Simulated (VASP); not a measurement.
# TaN (P-6m2) in VASP: notebook, part 2 of 2

VASP 6.6.1. The steps go on from the part before.

## 4. Electric field gradients, PBEsol (volume scaled by 0.9405)

File INCAR:

```
PREC = Accurate ; ENCUT = 520
EDIFF = 1E-8 ; ISMEAR = -1
SIGMA = 0.02 ; LREAL = False
LASPH = True ; NELM = 120
ALGO = Normal ; ISIF = 2
LWAVE = False ; LCHARG = False
GGA = PS ; LEFG = True
NBANDS = 16 ; GGA_COMPAT = False
```

File KPOINTS:

```
Automatic mesh
0
Gamma
  12 12 10
```

File POSCAR:

```
TaN
1.0
    2.8785330664      0.0000000000      0.0000000000
   -1.4392665332      2.4928827612      0.0000000000
    0.0000000000      0.0000000000      2.8246473979
Ta N
1 1
Direct
    0.3333333333      0.6666666667      0.5000000000
    0.0000000000      0.0000000000      0.0000000000
```

Potentials or basis: VASP PAW PBE potentials, release 64 (Ta_sv_GW, N).

Launch:

```sh
$ cat potpaw_PBE.64/Ta_sv_GW/POTCAR potpaw_PBE.64/N/POTCAR > POTCAR
$ mpirun -np 1 vasp_std > vasp.out
```

OUTCAR:

```text
PREC = Accurate
   ENCUT = 520
   EDIFF = 1E-8
   ISMEAR = -1
   LREAL = False
   LASPH = True
   NELM = 120
   ISIF = 2
   GGA = PS

 ion  position               nearest neighbor table
   1  0.333  0.667  0.500-   2 2.18   2 2.18   2 2.18   2 2.18   2 2.18   2 2.18
   2  0.000  0.000  0.000-   1 2.18   1 2.18   1 2.18   1 2.18   1 2.18   1 2.18

  LATTYP: Found a hexagonal cell.
 ALAT       =     2.8785330664
 C/A-ratio  =     0.9812801635

  Lattice vectors:

 A1 = (   2.8785330664,   0.0000000000,   0.0000000000)
 A2 = (  -1.4392665332,   2.4928827612,   0.0000000000)
 A3 = (   0.0000000000,   0.0000000000,   2.8246473979)

Analysis of symmetry for initial positions (statically):
=====================================================================
 Subroutine PRICEL returns:
 Original cell was already a primitive cell.

 Routine SETGRP: Setting up the symmetry group for a
 hexagonal supercell.

 Subroutine GETGRP returns: Found 12 space group operations
 (whereof 12 operations were pure point group operations)
 out of a pool of 24 trial point group operations.

The static configuration has the point symmetry D_3h.

Analysis of symmetry for dynamics (positions and initial velocities):
=====================================================================
 Subroutine PRICEL returns:
 Original cell was already a primitive cell.

 Routine SETGRP: Setting up the symmetry group for a
 hexagonal supercell.

 Subroutine GETGRP returns: Found 12 space group operations
 (whereof 12 operations were pure point group operations)
 out of a pool of 24 trial point group operations.

The dynamic configuration has the point symmetry D_3h.

 Subroutine INISYM returns: Found 12 space group operations
 (whereof 12 operations are pure point group operations),
 and found     1 'primitive' translations

----------------------------------------------------------------------------------------

                                     Primitive cell

  volume of cell :      20.2692

  direct lattice vectors                    reciprocal lattice vectors
     2.878533066  0.000000000  0.000000000     0.347399171  0.200571005  0.000000000
    -1.439266533  2.492882761  0.000000000     0.000000000  0.401142009  0.000000000
     0.000000000  0.000000000  2.824647398     0.000000000  0.000000000  0.354026489

  length of vectors
     2.878533066  2.878533066  2.824647398     0.401142009  0.401142009  0.354026489

  position of ions in fractional coordinates (direct lattice)
     0.333333333  0.666666667  0.500000000
     0.000000000  0.000000000  0.000000000

  ion indices of the primitive-cell ions
   primitive index   ion index
                 1           1
                 2           2

----------------------------------------------------------------------------------------

 KPOINTS: Automatic mesh

[... 72 lines left out ...]
   NFREE  =      0    steps in history (QN), initial steepest desc. (CG)
   ISIF   =      2    stress and relaxation
   ISYM   =      2    0-nonsym 1-usesym 2-fastsym
   POTIM  = 0.5000    time-step for ionic-motion
   TEBEG  =    0.0;   TEEND  =   0.0 temperature during run
   PSTRESS=    0.0 pullay stress
   NELECT =      18.0000    total number of electrons
   NUPDOWN=      -1.0000    fix difference up-down
   EMIN   =  10.00;   EMAX   =-10.00  energy-range for DOS
   EFERMI =   0.00;   METHOD = LEGACY
   ISMEAR =    -1;   SIGMA  =   0.02  broadening in eV -4-tet -1-fermi 0-gaus
   EFERMI_NEDOS =   21; number of points for ismear=-14 and -15
   IALGO  =     38    algorithm
   IMIX   =      4    mixing-type and parameters
     AMIX     =   0.40;   BMIX     =  1.00
     AMIX_MAG =   1.60;   BMIX_MAG =  1.00
  volume/ion in A,a.u.               =      10.13        68.39
  Fermi-wavevector in a.u.,A,eV,Ry     =   1.573572  2.973619 33.689769  2.476128
  Thomas-Fermi vector in A             =   2.674836
   LORBIT       =      0    0 simple, 1 ext, 2 COOP (PROOUT), +10 PAW based schemes
   GGA     = PS    functional components
   LHFCALC =     F    Hartree Fock is set to
   AEXX    =    0.0000 exact exchange contribution
   IVDW    =     0    specifies the selected vdW correction
   LEPSILON=     F    determine dielectric tensor
   LRPA    =     F    only Hartree local field effects (RPA)
 non-spin polarized calculation
  energy-cutoff  :      520.00
  volume of cell :       20.27
 maximum number of plane-waves:       574
 NGX is ok and might be reduce to    24
   NGX = 11   NGY = 11   NGZ = 11

 number of electron      18.0000001 magnetization

 Free energy of the ion-electron system (eV)
  ---------------------------------------------------
  ext. energy  EPLUGINS =         0.00000000
  ---------------------------------------------------
  free energy    TOTEN  =       -26.27856957 eV

  energy without entropy =      -26.27847104  energy(sigma->0) =      -26.27852031

 E-fermi :  13.3045     XC(G=0): -14.2275

 val. band max:       13.1706717575   @ k =   0.0000   0.0000   0.4000
 cond. band min:      13.3466627353   @ k =   0.0833   0.0000   0.5000
 fundamental gap:      0.1759909779
 Fermi energy:        13.3045384337

 k-point     1 :       0.0000    0.0000    0.0000
  band No.  band energies     occupation
      1     -55.1086      2.00000
      2     -21.3872      2.00000
      3     -21.0919      2.00000
      4     -21.0919      2.00000
      5      -4.9798      2.00000
      6       8.3614      2.00000
[... 433 lines left out ...]
      3     -21.3559      2.00000
      4     -21.2986      2.00000
      5      -3.0435      2.00000
      6       5.2804      2.00000
[... 8 lines left out ...]
     15      26.8405      0.00000
     16      30.0237      0.00000

 [... further k-points ...]

------------------------ aborting loop because EDIFF is reached ----------------------------------------

  FORCE on cell =-STRESS in cart. coord.  units (eV):
  Direction    XX          YY          ZZ          XY          YZ          ZX
  --------------------------------------------------------------------------------------
  -------------------------------------------------------------------------------------
  Total        2.2964879      2.2964879      2.6404231      0.0000000      0.0000000      0.0000000
  in kB      181.5254117    181.5254117    208.7116940      0.0000000      0.0000000      0.0000000
  external PRESSURE =     190.5875058 kB  Pullay stress =       0.0000000 kB

 VOLUME and BASIS-vectors are now :
 -----------------------------------------------------------------------------
  energy-cutoff  :      520.00
  volume of cell :       20.27
      direct lattice vectors                 reciprocal lattice vectors
     2.878533066  0.000000000  0.000000000     0.347399171  0.200571005  0.000000000
    -1.439266533  2.492882761  0.000000000     0.000000000  0.401142009  0.000000000
     0.000000000  0.000000000  2.824647398     0.000000000  0.000000000  0.354026489

 POSITION                                       TOTAL-FORCE (eV/Angst)
 -----------------------------------------------------------------------------------
     -0.00000      1.66192      1.41232         0.000000      0.000000      0.000000
      0.00000      0.00000      0.00000         0.000000      0.000000      0.000000
 -----------------------------------------------------------------------------------
    total drift:                                0.000000     -0.000000     -0.000000

  FREE ENERGIE OF THE ION-ELECTRON SYSTEM (eV)
  ---------------------------------------------------
  free  energy   TOTEN  =       -26.2785695689 eV

  energy  without entropy=      -26.2784710421  energy(sigma->0) =      -26.27852031

 Electric field gradients (V/A^2)
---------------------------------------------------------------------
 ion       V_xx      V_yy      V_zz      V_xy      V_xz      V_yz
---------------------------------------------------------------------
   1     -13.060   -13.060    26.120    -0.000     0.000    -0.000
   2       0.316     0.317    -0.633     0.000     0.000    -0.000
---------------------------------------------------------------------

 Electric field gradients after diagonalization (V/A^2)
 (convention: |V_zz| > |V_xx| > |V_yy|)
----------------------------------------------------------------------
 ion       V_xx      V_yy      V_zz     asymmetry (V_yy - V_xx)/ V_zz
----------------------------------------------------------------------
   1     -13.060   -13.059    26.120       0.000
   2       0.317     0.316    -0.633       0.002
----------------------------------------------------------------------

           NMR quadrupolar parameters

 Cq : quadrupolar parameter    Cq=e*Q*V_zz/h
 eta: asymmetry parameters     (V_yy - V_xx)/ V_zz
 Q  : nuclear electric quadrupole moment in mb (millibarn)
----------------------------------------------------------------------
 ion       Cq(MHz)       eta       Q (mb)
----------------------------------------------------------------------
   1       0.063       0.000       1.000
   2      -0.002       0.002       1.000
----------------------------------------------------------------------
```

OSZICAR:

```text
N       E                     dE             d eps       ncg     rms          rms(c)
DAV:   1     0.983605623464E+02    0.98361E+02   -0.11332E+04  3672   0.115E+03
DAV:   2    -0.251587918540E+02   -0.12352E+03   -0.11952E+03  5088   0.308E+02
DAV:   3    -0.294891603695E+02   -0.43304E+01   -0.43271E+01  4168   0.523E+01
DAV:   4    -0.296101996310E+02   -0.12104E+00   -0.12104E+00  5216   0.596E+00
DAV:   5    -0.296144035408E+02   -0.42039E-02   -0.42039E-02  4176   0.858E-01    0.644E+01
DAV:   6    -0.264050399061E+02    0.32094E+01   -0.62866E+00  4160   0.222E+01    0.619E+01
DAV:   7    -0.263123822870E+02    0.92658E-01   -0.43818E-01  3952   0.552E+00    0.235E+01
DAV:   8    -0.262797700671E+02    0.32612E-01   -0.76025E-02  4616   0.222E+00    0.407E+00
DAV:   9    -0.262786646168E+02    0.11055E-02   -0.43545E-03  4960   0.670E-01    0.974E-01
DAV:  10    -0.262785719185E+02    0.92698E-04   -0.10457E-03  3848   0.335E-01    0.144E-01
DAV:  11    -0.262785717322E+02    0.18631E-06   -0.27912E-05  4424   0.593E-02    0.854E-02
DAV:  12    -0.262785694925E+02    0.22397E-05   -0.30673E-06  4696   0.175E-02    0.206E-02
DAV:  13    -0.262785695694E+02   -0.76920E-07   -0.25243E-07  4096   0.402E-03    0.197E-02
DAV:  14    -0.262785695689E+02    0.56093E-09   -0.36261E-08  4208   0.148E-03
   1 F= -.26278570E+02 E0= -.26278520E+02  d E =-.985267E-04
```

stdout:

```text
POSCAR found type information on POSCAR TaN
 POSCAR found :  2 types and       2 ions
 scaLAPACK will be used
 -----------------------------------------------------------------------------
|                                                                             |
|                                                                             |
|     You enforced a specific xc type in the INCAR file but a different       |
|     I HOPE YOU KNOW WHAT YOU ARE DOING!                                     |
|                                                                             |
 -----------------------------------------------------------------------------

 LDA part: xc-table for (Slater+PW92), standard interpolation
 POSCAR, INCAR and KPOINTS ok, starting setup
 FFT: planning ... GRIDC
 FFT: planning ... GRID_SOFT
 FFT: planning ... GRID
 WAVECAR not read
 entering main loop
ion   1

ion   2
```

Run time: 74 s. Hardware: 1 thread of AMD EPYC 7R43 (Zen 3), shared host; peak memory 0.14 GiB.

What came out:

```yaml
Free_energy: -26.2786 eV
Pressure: 19.1 GPa
Band_gap_on_the_k_mesh: zero (band 9 reaches 13.62 eV, above the bottom of band 10 at 13.08 eV)
```

Stress tensor (GPa, compression positive):
```
18.15  0.00  0.00
 0.00 18.15  0.00
 0.00  0.00 20.87
```

Levels at points of the mesh, in eV from the Fermi level:
| k point | band 7 | band 8 | band 9 | band 10 | band 11 | band 12 |
| --- | --- | --- | --- | --- | --- | --- |
| (0.00, 0.00, 0.00) | -4.94 | -4.61 | -3.08 | 2.55 | 3.78 | 3.78 |
| (0.50, 0.00, 0.00) | -5.61 | -3.86 | -3.37 | 3.14 | 4.31 | 5.45 |
| (0.00, 0.00, 0.50) | -4.07 | -4.07 | -0.22 | -0.22 | 2.51 | 3.37 |
| (0.50, 0.00, 0.50) | -6.53 | -6.16 | -0.30 | 4.50 | 5.76 | 6.55 |

Electric field gradients, principal values (V/Å²):
| atom | least | middle | greatest (by size) |
| --- | --- | --- | --- |
| 1 Ta | -13.059 | -13.060 | 26.120 |
| 2 N | 0.316 | 0.317 | -0.633 |

Caveat: without QUAD_EFG the Cq values of the log hold for a quadrupole moment of 1 mb, not for the nuclei; the PAW data sets were made with another functional, which shifts forces and pressure a little; spin-orbit coupling is left out, which moves the levels of the heavy elements.

## 5. The runs side by side

| cell | gap on the mesh (eV) | pressure (GPa) |
| --- | --- | --- |
| a = 2.878, b = 2.878, c = 2.824 Å, angles 90.0, 90.0, 120.0°, 2 atoms | none | 19.3 |
| a = 2.938, b = 2.938, c = 2.883 Å, angles 90.0, 90.0, 120.0°, 2 atoms | none | -5.1 |
| a = 2.879, b = 2.879, c = 2.825 Å, angles 90.0, 90.0, 120.0°, 2 atoms | none | 19.1 |

Alike in all rows: task electric field gradients; level PBEsol; potentials or basis VASP PAW PBE potentials, release 64 (Ta_sv_GW, N); no spin polarisation; k mesh 12 × 12 × 10; cutoff (eV) 520; smearing fermi-dirac 0.02 eV.

Caveats: the PAW data sets were made with another functional, which shifts forces and pressure a little; spin-orbit coupling is left out, which moves the levels of the heavy elements.

Total energies depend on the potentials used, so only differences within one code and one set of settings carry meaning.
